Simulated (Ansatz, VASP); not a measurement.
## GaN in VASP and in Ansatz

```
Ga N
1.0
     0.00000   -2.25350   -2.25350
    -2.25350    0.00000   -2.25350
     2.25350    2.25350   -4.50700
Ga N
2 2
Direct
  0.50355 0.50355 0.49645
  0.00355 0.00355 0.99645
  0.35735 0.35735 0.89265
  0.85735 0.85735 0.39265
```

Alike in both runs: task single point; functional PBE; k mesh 12 × 12 × 10; occupations tetrahedron; no spin polarisation.

```csv
,VASP,Ansatz
version,VASP 6.6.1,Ansatz 0.2.0
potentials or method,"VASP PAW PBE potentials, release 64 (Ga_d, N), cutoff 520 eV","scalar-relativistic, plane waves, PAW"
valence electrons in the cell,36,36
```

|  | VASP | Ansatz | Ansatz less VASP |
| --- | --- | --- | --- |
| gap on the k mesh at the Fermi level (eV) | 1.51 | 1.51 | -0.005 |
| pressure (GPa) | 6.9 | 6.9 | +0.03 |
| traceless stress, the component that is largest in VASP (GPa) | 5.92 | 6.07 | +0.151 |
| rms of the force components (eV/Å) | 1.025 | 1.042 | +0.0170 |

Atom by atom the forces differ by 0.017 eV/Å (rms over components). Ansatz's warnings: band table not solved further, tetrahedron derivatives may miss energy slope.
